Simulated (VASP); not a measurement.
A run of VASP 6.6.1:

INCAR

```
SYSTEM = NaH
ALGO = Normal ; EDIFF = 1E-6
ENCUT = 520 ; GGA = PE
ISIF = 2 ; ISMEAR = 0
LASPH = .True. ; LCHARG = .False.
LREAL = .False. ; LWAVE = .False.
NBANDS = 11 ; NELM = 100
PREC = Accurate ; SIGMA = 0.05
```

File KPOINTS:

```
k-points
0
Gamma
  8 8 8
  0 0 0
```

Contents of POSCAR:

```
NaH
1.0
    0.0000000000      2.5010000000      2.5620000000
    2.5010000000      0.0000000000      2.5620000000
    2.5010000000      2.5010000000      0.0000000000
Na H
1 1
Direct
    0.0000000000      0.0000000000      0.0000000000
    0.5000000000      0.5000000000      0.5000000000
```

Potentials or basis: VASP PAW PBE potentials, release 64 (Na_pv, H).

Launch:

```console
$ cat potpaw_PBE.64/Na_pv/POTCAR potpaw_PBE.64/H/POTCAR > POTCAR
$ mpirun -np 1 vasp_std > vasp.out
```

Hardware: 1 thread of Intel(R) Xeon(R) 6975P-C (Granite Rapids), on a shared host.

Q: How long does it take, and how much memory?

A: Run time: 8.3 s on 1 thread of Intel(R) Xeon(R) 6975P-C (Granite Rapids), on a shared host, peak memory 0.15 GiB. Counts: scf iterations 12, k points 59.
